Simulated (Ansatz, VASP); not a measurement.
**P in VASP and in Ansatz**

File INCAR:

```
ALGO     = Normal         # electronic algorithm
EDIFF    = 1E-6           # SCF threshold, eV
EDIFFG   = -0.025         # ionic threshold
ENCUT    = 600            # plane-wave cutoff, eV
GGA      = PE             # functional
IBRION   = 2              # ionic algorithm
ISIF     = 3              # what is computed and relaxed
ISMEAR   = 0              # smearing method
LASPH    = True           # aspherical terms in the spheres
LCHARG   = False          # write CHGCAR
LREAL    = False          # projectors in reciprocal space
LWAVE    = False          # write WAVECAR
NELM     = 100            # most SCF steps
NSW      = 80             # ionic steps
PREC     = Accurate       # precision mode
SIGMA    = 0.2            # smearing width, eV
```

KPOINTS

```
k-points
0
Gamma
  8 4 4
```

Contents of POSCAR:

```
P
1.0
   -0.0106410064     -0.0249990204      2.4754283924
    4.9424872938      0.0132259018     -0.0212820128
    0.0132259018      4.8027160325     -0.0499980409
P
4
Direct
   -0.0145706059      0.0137036490      0.0043263928
    1.0143747248      0.9741565836      0.4891309416
    0.0082291711      0.5098104157     -0.0108556293
   -0.0080332900      0.5023293517      0.5173982949
```

Input for Ansatz:

```yaml
crystal:
  lattice:
    - [-0.0106410064, -0.0249990204, 2.4754283924]
    - [4.9424872938, 0.0132259018, -0.0212820128]
    - [0.0132259018, 4.8027160325, -0.0499980409]
  atoms:
    - { symbol: P, position: [-0.0145706059, 0.013703649, 0.0043263928] }
    - { symbol: P, position: [1.0143747248, 0.9741565836, 0.4891309416] }
    - { symbol: P, position: [0.0082291711, 0.5098104157, -0.0108556293] }
    - { symbol: P, position: [-0.00803329, 0.5023293517, 0.5173982949] }
basis:
  ecutwfc: 420
kpoints:
  mp_grid: { grid: [8, 4, 4] }
hamiltonian:
  xc: pbe
scf:
  occupations: { method: gaussian, width: 0.2 }
  lower_state_search: "off"
output:
  forces: true
  stress: true
  eigenvalues: true
relax:
  adjacent_minimum: "off"
  f_tol: 0.025
  max_steps: 60
  cell: { stress_tol: 0.25 }
```

Change from the starting cell: cell x4, atoms moved at random (sigma 0.1 Å) and cell strained at random (1.5 %), then relaxed without symmetry.

Alike in both runs: task relaxation of cell and atoms; functional PBE; k mesh 8 × 4 × 4; occupations gaussian, width 0.2 eV; no spin polarisation.

```csv
,VASP,Ansatz
version,VASP 6.6.1,Ansatz 0.2.0
potentials or method,"VASP PAW PBE potentials, release 64 (P), cutoff 600 eV","scalar-relativistic, plane waves, PAW"
valence electrons in the cell,20,20
```

```csv
,VASP,Ansatz,Ansatz less VASP
"gap on the k mesh at the Fermi level, each at its own relaxed structure (eV)",none,none,-
relaxed volume (Å³/atom),14.66,14.70,+0.034
relaxed length of the cell vector where the two differ most in proportion (Å),4.903,4.908,+0.0052
```

A gap of «none» marks a metal or a gap that the smearing closes.
